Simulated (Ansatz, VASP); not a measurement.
CuSb: VASP beside Ansatz

File POSCAR:

```
CuSb
1.0
    0.0000000000      2.7003439334      2.7003439334
    2.7003439334      0.0000000000      2.7003439334
    2.7003439334      2.7003439334      0.0000000000
Cu Sb
1 1
Direct
    0.5000000000      0.5000000000      0.5000000000
    0.0000000000      0.0000000000      0.0000000000
```

Contents of INCAR.step1:

```
SYSTEM = CuSb
  ALGO = Normal
  EDIFF = 1E-4
  ENCUT = 520
  GGA = PE
  ISMEAR = 0
  LASPH = .TRUE.
  LCHARG = .FALSE.
  LREAL = .FALSE.
  LWAVE = .TRUE.
  NBANDS = 15
  NELM = 100
  PREC = Accurate
  SIGMA = 0.05
```

File INCAR.step2:

```
SYSTEM = CuSb
  ALGO = Normal
  EDIFF = 1E-6
  ENCUT = 520
  ISIF = 2
  ISMEAR = 0
  ISTART = 1
  LASPH = .TRUE.
  LCHARG = .TRUE.
  LELF = .TRUE.
  LMIXTAU = .TRUE.
  LREAL = .FALSE.
  LVHAR = .TRUE.
  LWAVE = .FALSE.
  METAGGA = R2SCAN
  NBANDS = 15
  NELM = 100
  PREC = Accurate
  SIGMA = 0.05
```

File KPOINTS:

```
k-points
0
G
  12 12 12
  0 0 0
```

Input for Ansatz:

```yaml
crystal:
  lattice:
    - [0.0, 2.7003439334, 2.7003439334]
    - [2.7003439334, 0.0, 2.7003439334]
    - [2.7003439334, 2.7003439334, 0.0]
  atoms:
    - { symbol: Cu, position: [0.5, 0.5, 0.5] }
    - { symbol: Sb, position: [0.0, 0.0, 0.0] }
basis:
  ecutwfc: 500
  ecutrho_ratio: 4
kpoints:
  mp_grid: { grid: [12, 12, 12] }
hamiltonian:
  xc: r2scan
scf:
  occupations: { method: gaussian, width: 0.05 }
output:
  forces: true
  stress: true
  eigenvalues: true
```

Alike in both runs: task single point; functional r2SCAN; k mesh 12 × 12 × 12; occupations gaussian, width 0.05 eV; no spin polarisation.

```csv
,VASP,Ansatz
version,VASP 6.6.1,Ansatz 0.2.0
potentials or method,"VASP PAW PBE potentials, release 64 (Cu, Sb), cutoff 520 eV","scalar-relativistic, plane waves, PAW"
valence electrons in the cell,16,34
```

VASP gave:

- gap on the k mesh at the Fermi level (eV): none
- pressure (GPa): -0.8

Task: What did Ansatz give for the same quantities?

Result: gap on the k mesh at the Fermi level (eV): none; pressure (GPa): -0.9.

VASP's potentials were made for PBE, not for r2SCAN. A gap of «none» marks a metal or a gap that the smearing closes. VASP's potentials hold 16 valence electrons a cell and Ansatz's 34, so a difference there can come from the potentials and not from the codes.

Neither program's run includes spin-orbit coupling.
